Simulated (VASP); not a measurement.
Rb7Br, 8 atoms in the cell. Symmetry: Fm-3m, No. 225, cubic system. The conventional cell has a = 10.756 Å, b = 10.756 Å, c = 10.756 Å, α = 90.00°, β = 90.00°, γ = 90.00°. Rb (site symmetry mmm) has 10 Rb at 3.80 Å and 2 Br at 3.80 Å within 5.0 Å. Within 5.0 Å of Rb (site symmetry m-3m) lie 12 Rb at 3.80 Å. Br (site symmetry m-3m) has 12 Rb at 3.80 Å within 5.0 Å. 

| Item | Value |
| --- | --- |
| Program | VASP 6.6.1 |
| Task | single point |
| Functional | PBE |
| Potentials or basis | VASP PAW PBE potentials, release 64 (Rb_sv, Br) |
| Cutoff | 520 eV |
| k mesh | 4 × 4 × 4 |
| Occupations | gaussian, width 0.1 eV |
| Spin | no spin polarisation |
| Dipole correction | no |
| Further INCAR settings | ALGO = Normal; EDIFF = 1e-07; NBANDS = 45 |

Potentials or basis: VASP PAW PBE potentials, release 64 (Rb_sv, Br).

Run with:

```sh
$ cat potpaw_PBE.64/Rb_sv/POTCAR potpaw_PBE.64/Br/POTCAR > POTCAR
$ mpirun -np 1 vasp_std > vasp.out
```

Hardware: 1 thread of Intel(R) Xeon(R) 6975P-C (Granite Rapids), with other jobs on the host.

Q: Estimate the wall time of this run.

A: It took 110 s on 1 thread of Intel(R) Xeon(R) 6975P-C (Granite Rapids) (shared host), peak memory 0.5 GiB. Counts: scf iterations 17, k points 8.
